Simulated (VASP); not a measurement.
# MgSiN (P4/mmm) in VASP: further runs

MgSiN is run at these levels: PBE; tasks: relaxation of cell and atoms, single point.

All numbers are computed with VASP 6.6.1; they aren't measurements. Logs are shortened: lines on timing, memory, paths and dates and some standing lists are left out, and cuts for length are marked.

## Step 1: The cell of the first run

It takes space group P4/mmm (No. 123, tetragonal). The conventional cell has a = 3.373 Å, b = 3.373 Å, c = 3.436 Å, α = 90.00°, β = 90.00°, γ = 90.00°. Within 2.3 Å of Mg (site symmetry 4/mmm) lie 2 Si at 1.72 Å. Within 2.3 Å of Si (site symmetry 4/mmm) lie 2 Mg at 1.72 Å. N (site symmetry 4/mmm) has 4 Si at 2.39 Å and 8 Mg at 2.94 Å within 3.2 Å.

## Step 2: Relaxation of cell and atoms, PBE

File INCAR:

```
SYSTEM = MgSiN
PREC = Accurate
ENCUT = 600
EDIFF = 1E-6
ISMEAR = 0
SIGMA = 0.1
LREAL = .FALSE.
LASPH = .TRUE.
NELM = 100
ALGO = Normal
ISIF = 3
LWAVE = .FALSE.
LCHARG = .FALSE.
GGA = PE
IBRION = 2
NSW = 90
EDIFFG = -0.04
```

File KPOINTS:

```
regular mesh
0
G
  6 6 6
  0 0 0
```

File POSCAR:

```
MgSiN
1.0
    3.3733185100      0.0000000000      0.0000000000
    0.0000000000      3.3733185100      0.0000000000
    0.0000000000      0.0000000000      3.4358674100
Mg Si N
1 1 1
Direct
    0.5000000000      0.5000000000      0.5000000000
    0.5000000000      0.5000000000      0.0000000000
    0.0000000000      0.0000000000      0.0000000000
```

Potentials or basis: VASP PAW PBE potentials, release 64 (Mg, Si, N).

Launch:

```
> cat potpaw_PBE.64/Mg/POTCAR potpaw_PBE.64/Si/POTCAR potpaw_PBE.64/N/POTCAR > POTCAR
> mpirun -np 1 vasp_std > vasp.out
```

OUTCAR:

```text
SYSTEM = MgSiN
   PREC = Accurate
   ENCUT = 600
   EDIFF = 1E-6
   ISMEAR = 0
   LREAL = .FALSE.
   LASPH = .TRUE.
   NELM = 100
   ISIF = 3
   GGA = PE
   IBRION = 2
   NSW = 90
   EDIFFG = -0.04

 ion  position               nearest neighbor table
   1  0.500  0.500  0.500-   2 1.72   2 1.72
   2  0.500  0.500  0.000-   1 1.72   1 1.72   3 2.39   3 2.39   3 2.39   3 2.39
   3  0.000  0.000  0.000-   2 2.39   2 2.39   2 2.39   2 2.39

  LATTYP: Found a simple tetragonal cell.
 ALAT       =     3.3733185100
 C/A-ratio  =     1.0185422455

  Lattice vectors:

 A1 = (   3.3733185100,   0.0000000000,   0.0000000000)
 A2 = (   0.0000000000,   3.3733185100,   0.0000000000)
 A3 = (   0.0000000000,   0.0000000000,   3.4358674100)

Analysis of symmetry for initial positions (statically):
=====================================================================
 Subroutine PRICEL returns:
 Original cell was already a primitive cell.

 Routine SETGRP: Setting up the symmetry group for a
 simple tetragonal supercell.

 Subroutine GETGRP returns: Found 16 space group operations
 (whereof 16 operations were pure point group operations)
 out of a pool of 16 trial point group operations.

The static configuration has the point symmetry D_4h.

Analysis of symmetry for dynamics (positions and initial velocities):
=====================================================================
 Subroutine PRICEL returns:
 Original cell was already a primitive cell.

 Routine SETGRP: Setting up the symmetry group for a
 simple tetragonal supercell.

 Subroutine GETGRP returns: Found 16 space group operations
 (whereof 16 operations were pure point group operations)
 out of a pool of 16 trial point group operations.

The dynamic configuration has the point symmetry D_4h.

 Subroutine INISYM returns: Found 16 space group operations
 (whereof 16 operations are pure point group operations),
 and found     1 'primitive' translations

----------------------------------------------------------------------------------------

                                     Primitive cell

  volume of cell :      39.0977

  direct lattice vectors                    reciprocal lattice vectors
     3.373318510  0.000000000  0.000000000     0.296443990  0.000000000  0.000000000
     0.000000000  3.373318510  0.000000000     0.000000000  0.296443990  0.000000000
     0.000000000  0.000000000  3.435867410     0.000000000  0.000000000  0.291047320

  length of vectors
     3.373318510  3.373318510  3.435867410     0.296443990  0.296443990  0.291047320

  position of ions in fractional coordinates (direct lattice)
     0.500000000  0.500000000  0.500000000
     0.500000000  0.500000000  0.000000000
     0.000000000  0.000000000  0.000000000

  ion indices of the primitive-cell ions
   primitive index   ion index
                 1           1
                 2           2
                 3           3

----------------------------------------------------------------------------------------

 KPOINTS: regular mesh

Automatic generation of k-mesh.
 Grid dimensions read from file:
 generate k-points for:    6    6    6

 Generating k-lattice:

  Cartesian coordinates                     Fractional coordinates (reciprocal lattice)
     0.049407332  0.000000000  0.000000000     0.166666667  0.000000000  0.000000000
     0.000000000  0.049407332  0.000000000     0.000000000  0.166666667  0.000000000
     0.000000000  0.000000000  0.048507887     0.000000000  0.000000000  0.166666667

  Length of vectors
     0.049407332  0.049407332  0.048507887

  Shift w.r.t. Gamma in fractional coordinates (k-lattice)
     0.000000000  0.000000000  0.000000000

 Subroutine IBZKPT returns following result:
 ===========================================

 Found     40 irreducible k-points:

 Following reciprocal coordinates:
            Coordinates               Weight
  0.000000  0.000000  0.000000      1.000000
  0.166667  0.000000  0.000000      4.000000
  0.333333  0.000000  0.000000      4.000000
  0.500000  0.000000  0.000000      2.000000
  0.166667  0.166667  0.000000      4.000000
  0.333333  0.166667  0.000000      8.000000
[... 16 lines left out ...]
  0.333333  0.000000  0.333333      8.000000
  0.500000  0.000000  0.333333      4.000000
 [... further k-points ...]
   k-points           NKPTS =     40   k-points in BZ     NKDIM =     40   number of bands    NBANDS=      9
   number of dos      NEDOS =    301   number of ions     NIONS =      3
   total plane-waves  NPLWV =  21952
   dimension x,y,z NGX =    28 NGY =   28 NGZ =   28
   dimension x,y,z NGXF=    56 NGYF=   56 NGZF=   56
   ions per type =               1   1   1
   NGX,Y,Z   is equivalent  to a cutoff of  13.80, 13.80, 13.55 a.u.
   NGXF,Y,Z  is equivalent  to a cutoff of  27.60, 27.60, 27.10 a.u.
 SYSTEM =  MgSiN
   PREC   = accura    normal or accurate (medium, high low for compatibility)
   ISTART =      0    job   : 0-new  1-cont  2-samecut
   ICHARG =      2    charge: 1-file 2-atom 10-const
   ISPIN  =      1    spin polarized calculation?
   LNONCOLLINEAR =      F non collinear calculations
   LSORBIT =      F    spin-orbit coupling
   LASPH  =      T    aspherical Exc in radial PAW
   ENCUT  =  600.0 eV  44.10 Ry    6.64 a.u.   6.74  6.74  6.86*2*pi/ulx,y,z
   NELM   =    100;   NELMIN=  2; NELMDL= -5     # of ELM steps
   EDIFF  = 0.1E-05   stopping-criterion for ELM
   LREAL  =      F    real-space projection
   EDIFFG = -.4E-01   stopping-criterion for IOM
   NSW    =     90    number of steps for IOM
   IBRION =      2    ionic relax: 0-MD 1-quasi-New 2-CG
   NFREE  =      1    steps in history (QN), initial steepest desc. (CG)
   ISIF   =      3    stress and relaxation
   ISYM   =      2    0-nonsym 1-usesym 2-fastsym
   POTIM  = 0.5000    time-step for ionic-motion
   TEBEG  =    0.0;   TEEND  =   0.0 temperature during run
   PSTRESS=    0.0 pullay stress
   NELECT =      11.0000    total number of electrons
   NUPDOWN=      -1.0000    fix difference up-down
   EMIN   =  10.00;   EMAX   =-10.00  energy-range for DOS
   EFERMI =   0.00;   METHOD = LEGACY
   ISMEAR =     0;   SIGMA  =   0.10  broadening in eV -4-tet -1-fermi 0-gaus
   EFERMI_NEDOS =   21; number of points for ismear=-14 and -15
   IALGO  =     38    algorithm
   IMIX   =      4    mixing-type and parameters
     AMIX     =   0.40;   BMIX     =  1.00
     AMIX_MAG =   1.60;   BMIX_MAG =  1.00
  volume/ion in A,a.u.               =      13.03        87.95
  Fermi-wavevector in a.u.,A,eV,Ry     =   1.072726  2.027158 15.656775  1.150740
  Thomas-Fermi vector in A             =   2.208504
   LORBIT       =      0    0 simple, 1 ext, 2 COOP (PROOUT), +10 PAW based schemes
   GGA     = PE    functional components
   LHFCALC =     F    Hartree Fock is set to
   AEXX    =    0.0000 exact exchange contribution
   IVDW    =     0    specifies the selected vdW correction
   LEPSILON=     F    determine dielectric tensor
   LRPA    =     F    only Hartree local field effects (RPA)
 conjugate gradient relaxation of ions
 non-spin polarized calculation
 Gauss-broadening in eV      SIGMA  =   0.10
  energy-cutoff  :      600.00
  volume of cell :       39.10
 maximum number of plane-waves:      1336
 NGX is ok and might be reduce to    28
   NGX = 13   NGY = 13   NGZ = 13

--------------------------------------- Ionic step        1  -------------------------------------------

 number of electron      10.9999998 magnetization

 Free energy of the ion-electron system (eV)
  ---------------------------------------------------
  ext. energy  EPLUGINS =         0.00000000
  ---------------------------------------------------
  free energy    TOTEN  =        -1.37251685 eV

  energy without entropy =       -1.36593722  energy(sigma->0) =       -1.36922703

------------------------ aborting loop because EDIFF is reached ----------------------------------------

  FORCE on cell =-STRESS in cart. coord.  units (eV):
  Direction    XX          YY          ZZ          XY          YZ          ZX
  --------------------------------------------------------------------------------------
  -------------------------------------------------------------------------------------
  Total       -6.0400493     -6.0400493     68.7699004      0.0000000      0.0000000      0.0000000
  in kB     -247.5141149   -247.5141149   2818.1096219      0.0000000      0.0000000      0.0000000
  external PRESSURE =     774.3604640 kB  Pullay stress =       0.0000000 kB
[... 92 lines left out ...]
  FREE ENERGIE OF THE ION-ELECTRON SYSTEM (eV)
  ---------------------------------------------------
  free  energy   TOTEN  =       -12.4395494577 eV

  energy  without entropy=      -12.4309174328  energy(sigma->0) =      -12.43523345

 E-fermi :   3.6962     XC(G=0):  -9.1759

 val. band max:        3.6828331050   @ k =   0.3333   0.0000   0.5000
 cond. band min:       3.7636957275   @ k =   0.1667   0.0000   0.3333
 fundamental gap:      0.0808626225
 Fermi energy:         3.6961693933

 k-point     1 :       0.0000    0.0000    0.0000
  band No.  band energies     occupation
      1     -11.0336      2.00000
      2      -1.4862      2.00000
      3      -0.6695      2.00000
      4       1.1921      2.00000
      5       1.1921      2.00000
      6       2.2871      2.00000
      7       5.7719      0.00000
      8       9.4301      0.00000
      9      14.5826      0.00000
[... 265 lines left out ...]
 k-point    24 :       0.5000    0.0000    0.3333
  band No.  band energies     occupation
      1      -9.8357      2.00000
      2      -4.7585      2.00000
      3       1.0663      2.00000
      4       1.1013      2.00000
      5       2.1478      2.00000
      6       4.7517      0.00000
      7       4.9093      0.00000
      8       6.4390      0.00000
      9       7.8970      0.00000

 [... further k-points ...]

 E-fermi :   5.4761     XC(G=0):  -9.9023

 val. band max:        5.4077483304   @ k =   0.3333   0.3333   0.0000
 cond. band min:       5.4771189631   @ k =   0.5000   0.5000   0.5000
 fundamental gap:      0.0693706327
 Fermi energy:         5.4761221168

 k-point     1 :       0.0000    0.0000    0.0000
  band No.  band energies     occupation
      1     -11.4748      2.00000
      2      -0.5022      2.00000
      3       0.2641      2.00000
      4       1.9270      2.00000
      5       1.9270      2.00000
      6       4.5284      2.00000
      7       7.9839      0.00000
      8      10.9522      0.00000
      9      15.8732      0.00000
[... 265 lines left out ...]
 k-point    24 :       0.5000    0.0000    0.3333
  band No.  band energies     occupation
      1      -9.6837      2.00000
      2      -4.6586      2.00000
      3       1.7794      2.00000
      4       2.6253      2.00000
      5       2.9307      2.00000
      6       6.2393      0.00000
      7       6.8588      0.00000
      8       8.9097      0.00000
      9      10.1968      0.00000

 [... further k-points ...]

[... ionic steps 4 to 8 ...]

--------------------------------------- Ionic step        9  -------------------------------------------

 number of electron      11.0000005 magnetization

------------------------ aborting loop because EDIFF is reached ----------------------------------------

  FORCE on cell =-STRESS in cart. coord.  units (eV):
  Direction    XX          YY          ZZ          XY          YZ          ZX
  --------------------------------------------------------------------------------------
  -------------------------------------------------------------------------------------
  Total        0.7245806      0.7245806      0.4968257      0.0000000     -0.0000000      0.0000000
  in kB       28.6018127     28.6018127     19.6115050      0.0000000     -0.0000000      0.0000000
  external PRESSURE =      25.6050435 kB  Pullay stress =       0.0000000 kB
[... 59 lines left out ...]
  energy  without entropy=      -13.6920845845  energy(sigma->0) =      -13.69553400

--------------------------------------- Ionic step       11  -------------------------------------------

 number of electron      11.0000006 magnetization

 Free energy of the ion-electron system (eV)
  ---------------------------------------------------
  ext. energy  EPLUGINS =         0.00000000
  ---------------------------------------------------
  free energy    TOTEN  =       -13.70034456 eV

  energy without entropy =      -13.69306023  energy(sigma->0) =      -13.69670239

 E-fermi :   6.2941     XC(G=0): -10.1623

 val. band max:        6.2491328399   @ k =   0.3333   0.0000   0.1667
 cond. band min:       6.3028911855   @ k =   0.5000   0.1667   0.1667
 fundamental gap:      0.0537583456
 Fermi energy:         6.2940865134

 k-point     1 :       0.0000    0.0000    0.0000
  band No.  band energies     occupation
      1     -12.3073      2.00000
      2      -0.7778      2.00000
      3       0.7010      2.00000
      4       2.0195      2.00000
      5       2.0195      2.00000
      6       6.0290      1.99982
      7       8.7392      0.00000
      8      11.5689      0.00000
      9      15.3561      0.00000
[... 265 lines left out ...]
 k-point    24 :       0.5000    0.0000    0.3333
  band No.  band energies     occupation
      1     -10.1369      2.00000
      2      -5.0622      2.00000
      3       1.9475      2.00000
      4       2.9979      2.00000
      5       3.4984      2.00000
      6       6.4851      0.00689
      7       7.5887      0.00000
      8      10.2773      0.00000
      9      10.9456      0.00000

 [... further k-points ...]
[... 5 lines left out ...]
  --------------------------------------------------------------------------------------
  -------------------------------------------------------------------------------------
  Total       -0.0109013     -0.0109013      0.0431017      0.0000000      0.0000000      0.0000000
  in kB       -0.4215535     -0.4215535      1.6667446      0.0000000      0.0000000      0.0000000
  external PRESSURE =       0.2745459 kB  Pullay stress =       0.0000000 kB
[... 18 lines left out ...]
  FREE ENERGIE OF THE ION-ELECTRON SYSTEM (eV)
  ---------------------------------------------------
  free  energy   TOTEN  =       -13.7003445623 eV

  energy  without entropy=      -13.6930602271  energy(sigma->0) =      -13.69670239

 reached required accuracy - stopping structural energy minimisation
```

It took 2.2 min on 1 thread of Intel Xeon Platinum 8488C (Sapphire Rapids), shared host; peak memory 0.18 GiB.

Results:

- Free energy: -13.7003 eV
- Relaxed volume: 13.81 Å³/atom
- Relaxed cell: a = 2.763 Å, b = 2.763 Å, c = 5.426 Å, α = 90.00°, β = 90.00°, γ = 90.00°
- Space group after relaxing (to 0.05 Å): P4/mmm (No. 123)
- Energy gained by relaxing: 4109.3 meV/atom
- Ionic steps: 11
- Pressure after relaxing: 0.0 GPa

The path:
| step | energy change (eV) | largest force (eV/Å) | pressure (GPa) | volume (Å³) |
| --- | --- | --- | --- | --- |
| 1 | 0.0000 | 0.0000 | 77.44 | 39.10 |
| 2 | -9.3413 | 0.0000 | -22.88 | 67.12 |
| 3 | -11.0670 | 0.0000 | -14.43 | 54.44 |
| 4 | -11.0660 | 0.0000 | -14.01 | 54.17 |
| 5 | -11.0611 | 0.0000 | -13.36 | 53.76 |
| 6 | -12.0422 | 0.0000 | -6.52 | 44.50 |
| 7 | -12.2568 | 0.0000 | 3.90 | 40.04 |
| 8 | -12.3199 | 0.0000 | 2.47 | 40.65 |
| 9 | -12.3209 | 0.0000 | 2.56 | 40.59 |
| 10 | -12.3265 | 0.0000 | -1.08 | 41.81 |
| 11 | -12.3278 | 0.0000 | 0.03 | 41.43 |

Final structure:
```yaml
crystal:
  lattice:
    - [2.76330, 0.00000, 0.00000]
    - [0.00000, 2.76330, 0.00000]
    - [0.00000, 0.00000, 5.42600]
  atoms:
    - { symbol: Mg, position: [0.50000, 0.50000, 0.50000] }
    - { symbol: Si, position: [0.50000, 0.50000, 0.00000] }
    - { symbol: N, position: [0.00000, 0.00000, 0.00000] }
```

Levels at points of the mesh, in eV from the Fermi level:
| k point | band 3 | band 4 | band 5 | band 6 | band 7 | band 8 |
| --- | --- | --- | --- | --- | --- | --- |
| (0.00, 0.00, 0.00) | -5.59 | -4.27 | -4.27 | -0.27 | 2.45 | 5.27 |
| (0.50, 0.00, 0.00) | -3.96 | -3.30 | -1.75 | -0.85 | -0.53 | 5.04 |
| (0.50, 0.50, 0.00) | -8.86 | -4.20 | -2.21 | 1.31 | 3.35 | 3.35 |
| (0.00, 0.00, 0.50) | -4.27 | -4.27 | -2.57 | -2.32 | 3.54 | 4.36 |
| (0.50, 0.00, 0.50) | -4.46 | -3.30 | -2.99 | 0.62 | 1.89 | 3.55 |
| (0.50, 0.50, 0.50) | -8.85 | -4.09 | -2.43 | 0.73 | 2.17 | 2.17 |

## Step 3: Single point, PBE

This run uses another cell than the first one, of 14.94 Å³/atom, 1.146 times its volume.

File INCAR:

```
PREC = Accurate
ENCUT = 520
EDIFF = 1E-6
ISMEAR = 0
SIGMA = 0.1
LREAL = False
LASPH = True
NELM = 100
ALGO = Normal
ISIF = 2
LWAVE = False
LCHARG = False
GGA = PE
NBANDS = 12
```

File KPOINTS:

```
Automatic mesh
0
Gamma
  16 16 8
```

File POSCAR:

```
MgSiN
1.0
    2.7296021465      0.0000000000      0.0000000000
    0.0000000000      2.7296021465      0.0000000000
    0.0000000000      0.0000000000      6.0136096300
Mg Si N
1 1 1
Direct
    0.5000000000      0.5000000000      0.5000000000
    0.5000000000      0.5000000000      0.0000000000
    0.0000000000      0.0000000000      0.0000000000
```

Potentials or basis: VASP PAW PBE potentials, release 64 (Mg, Si, N).

Launch:

```
> cat potpaw_PBE.64/Mg/POTCAR potpaw_PBE.64/Si/POTCAR potpaw_PBE.64/N/POTCAR > POTCAR
> mpirun -np 1 vasp_std > vasp.out
```

Wall time 79 s (1 thread of Intel Xeon Platinum 8488C (Sapphire Rapids), shared host); peak memory 0.26 GiB.

It converged, with:

| Quantity | Value |
| --- | --- |
| Free energy | -14.1222 eV |
| Pressure | 0.0 GPa |

Stress tensor (GPa, compression positive):
```
 0.01  0.00  0.00
 0.00  0.01  0.00
 0.00  0.00 -0.15
```

Levels at points of the mesh, in eV from the Fermi level:
```
           k point  band 1  band 2  band 3  band 4  band 5  band 6  band 7  band 8  band 9  band 10
(0.00, 0.00, 0.00)  -18.87   -7.12   -5.65   -4.36   -4.36   -0.37    1.59    5.33    7.25     7.62
(0.50, 0.00, 0.00)  -16.62  -11.55   -4.07   -3.39   -1.48   -0.91   -0.49    4.73    5.12     5.84
(0.50, 0.50, 0.00)  -14.89   -9.09   -9.09   -3.84   -2.36    1.79    3.41    3.41    3.97     4.86
(0.00, 0.00, 0.50)  -18.87   -7.82   -4.36   -4.36   -3.49   -2.46    2.61    4.22    5.37    10.44
(0.50, 0.00, 0.50)  -16.62  -11.54   -4.29   -3.39   -2.44   -0.08    1.92    3.12    3.60     6.55
(0.50, 0.50, 0.50)  -14.88   -9.09   -9.09   -3.79   -2.41    1.42    2.66    2.66    4.33     7.89
```

[end of part 1 of 2]
